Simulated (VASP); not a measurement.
Runs of VASP 6.6.1 on C. The structure is that of space group R-3m (No. 166), or close to it. The cells are those of the table. 

```csv
task,cell,k mesh,smearing,gap on the mesh (eV),pressure (GPa)
single point,"a = 2.372, b = 2.372, c = 2.781 Å, angles 115.2, 115.2, 60.0°, 2 atoms",18 × 18 × 18,gaussian 0.02 eV,0.03,61.3
single point,"a = 2.421, b = 2.421, c = 3.140 Å, angles 112.6, 112.6, 60.0°, 2 atoms",18 × 18 × 12,gaussian 0.01 eV,0.16,(a)
single point,"a = 2.445, b = 2.445, c = 3.616 Å, angles 109.7, 109.7, 60.0°, 2 atoms",14 × 14 × 8,gaussian 0.02 eV,0.65,0.8
single point,"a = 2.431, b = 2.431, c = 3.272 Å, angles 111.9, 111.9, 60.0°, 2 atoms",14 × 14 × 8,gaussian 0.02 eV,(b),8.9
single point,"a = 2.445, b = 2.445, c = 3.616 Å, angles 109.7, 109.7, 60.0°, 2 atoms",14 × 14 × 10,gaussian 0.05 eV,0.65,0.8
single point,"a = 2.445, b = 2.445, c = 3.616 Å, angles 109.7, 109.7, 60.0°, 2 atoms",14 × 14 × 8,gaussian 0.05 eV,0.65,0.8
```

Alike in all rows: level LDA; potentials or basis VASP PAW LDA potentials, release 64 (C); no spin polarisation; cutoff (eV) 520.

Question: Fill in the values left out.

Answer: (a) 16.0; (b) 0.09.

A k mesh can miss the band edges.
